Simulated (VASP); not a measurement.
A run of VASP 6.6.1 is set up as follows.

INCAR

```
SYSTEM = BN
ALGO = Normal ; EDIFF = 1E-8
ENCUT = 520 ; GGA = PE
ISIF = 2 ; ISMEAR = -1
LASPH = .TRUE. ; LCHARG = .FALSE.
LEFG = .TRUE. ; LREAL = .FALSE.
LWAVE = .FALSE. ; NBANDS = 11
NELM = 100 ; PREC = Accurate
SIGMA = 0.03
```

The input KPOINTS:

```
k-points
0
G
  13 13 13
  0 0 0
```

File POSCAR:

```
BN
1.0
    0.0000000000      1.8075000000      1.7894250000
    1.8075000000      0.0000000000      1.7894250000
    1.8075000000      1.8075000000      0.0000000000
B N
1 1
Direct
    0.0000000000      0.0000000000      0.0000000000
    0.7500000000      0.7500000000      0.7500000000
```

Potentials or basis: VASP PAW PBE potentials, release 64 (B, N).

Run with:

```console
$ cat potpaw_PBE.64/B/POTCAR potpaw_PBE.64/N/POTCAR > POTCAR
$ mpirun -np 1 vasp_std > vasp.out
```

Task: What does it give for the band gap on the k mesh?

Result: 4.37 eV, indirect (least direct gap 8.76 eV).

Task: Estimate the pressure.

Result: 7.2 GPa.

Stress tensor (GPa, compression positive):
```
 5.19  0.00  0.00
 0.00  5.19  0.00
 0.00  0.00 11.34
```

Caveat: the cell differs from its parent crystal (zz strain of -1 %); without QUAD_EFG the Cq values of the log hold for a quadrupole moment of 1 mb, not for the nuclei. A k mesh can miss the band edges.
